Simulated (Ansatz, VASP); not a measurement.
Two plane-wave programs on Si

```
CELL_PARAMETERS angstrom
4.12066 -0.07702 0.00000
-2.12703 3.14019 0.00000
0.00000 0.00000 6.36468
ATOMIC_POSITIONS crystal
Si 0.33333 0.66667 0.06293
Si 0.66667 0.33333 0.56293
Si 0.33333 0.66667 0.43707
Si 0.66667 0.33333 0.93707
```

Change from the starting cell: engineering shear strain xy -0.0400, strain +e along x and -e along y +0.0700.

Alike in both runs: task single point; functional PBE; k mesh 12 × 12 × 6; occupations gaussian, width 0.05 eV; no spin polarisation.

|  | VASP | Ansatz |
| --- | --- | --- |
| version | VASP 6.6.1 | Ansatz 0.2.0 |
| potentials or method | VASP PAW PBE potentials, release 64 (Si), cutoff 520 eV | scalar-relativistic, plane waves, PAW |
| valence electrons in the cell | 16 | 16 |

|  | VASP | Ansatz | Ansatz less VASP |
| --- | --- | --- | --- |
| gap on the k mesh at the Fermi level (eV) | none | none | - |
| pressure (GPa) | 1.6 | 1.6 | +0.07 |
| traceless stress, the component that is largest in VASP (GPa) | 12.80 | 12.79 | -0.008 |
| rms of the force components (eV/Å) | 0.827 | 0.830 | +0.0036 |

Atom by atom the forces differ by 0.004 eV/Å (rms over components). A gap of «none» marks a metal or a gap that the smearing closes.
